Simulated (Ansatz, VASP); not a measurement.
## BN: VASP beside Ansatz

```
B N
1.0
     2.50399    0.00000    0.00000
    -1.25200    2.16852    0.00000
     0.00000    0.00000    6.66120
B N
2 2
Cartesian
  0.0849 1.5305 1.6653
  1.1671 0.6380 4.9959
  -0.0848 1.3609 4.9959
  1.3368 0.8076 1.6653
```

Change from the starting cell: mode 4 (44.6 1/cm) frozen in, largest displacement +0.120 Å.

Alike in both runs: task single point; functional PBE; k mesh 12 × 12 × 4; occupations gaussian, width 0.05 eV; no spin polarisation.

|  | VASP | Ansatz |
| --- | --- | --- |
| version | VASP 6.6.1 | Ansatz 0.2.0 |
| potentials or method | VASP PAW PBE potentials, release 64 (B, N), cutoff 520 eV | scalar-relativistic, plane waves, PAW |
| valence electrons in the cell | 16 | 16 |

```csv
,VASP,Ansatz,Ansatz less VASP
gap on the k mesh at the Fermi level (eV),3.95,3.95,+0.008
least direct gap on the mesh (eV),4.33,4.33,+0.006
pressure (GPa),3.4,3.3,-0.08
"traceless stress, the component that is largest in VASP (GPa)",-0.57,-0.36,+0.203
rms of the force components (eV/Å),0.008,0.008,-0.0001
```

Atom by atom the forces differ by 0.000 eV/Å (rms over components).
